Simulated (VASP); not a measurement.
Here is a VASP 6.6.1 calculation.

INCAR

```
SYSTEM = BaTiO3
PREC = Accurate
ENCUT = 520
EDIFF = 1E-7
ISMEAR = 0
SIGMA = 0.02
LREAL = .FALSE.
LASPH = .TRUE.
NELM = 100
ALGO = Normal
ISIF = 2
LWAVE = .FALSE.
LCHARG = .FALSE.
GGA = PE
NBANDS = 28
```

The input KPOINTS:

```
Automatic mesh
0
G
  6 6 6
  0 0 0
```

POSCAR

```
BaTiO3
1.0
    2.8387247954      1.6389385248      2.3298372614
   -2.8387247954      1.6389385248      2.3298372614
    0.0000000000     -3.2778770496      2.3298372614
Ba Ti O
1 1 3
Direct
    0.0013715972      0.0013715972      0.0013715972
    0.5140928986      0.5140928986      0.5140928986
    0.4878301514      0.9799762015      0.4878301514
    0.4878301514      0.4878301514      0.9799762015
    0.9799762015      0.4878301514      0.4878301514
```

Potentials or basis: VASP PAW PBE potentials, release 64 (Ba_sv, Ti_sv, O).

Launch:

```bash
$ cat potpaw_PBE.64/Ba_sv/POTCAR potpaw_PBE.64/Ti_sv/POTCAR potpaw_PBE.64/O/POTCAR > POTCAR
$ mpirun -np 1 vasp_std > vasp.out
```

(1) Estimate the band gap on the k mesh.

(2) Estimate the pressure.

(3) What does it give for the largest force?

Results:

(1) 2.40 eV, indirect (least direct gap 2.83 eV).

(2) 4.7 GPa.

(3) 0.074 eV/Å.

Caveat: spin-orbit coupling is left out, which moves the levels of the heavy elements.
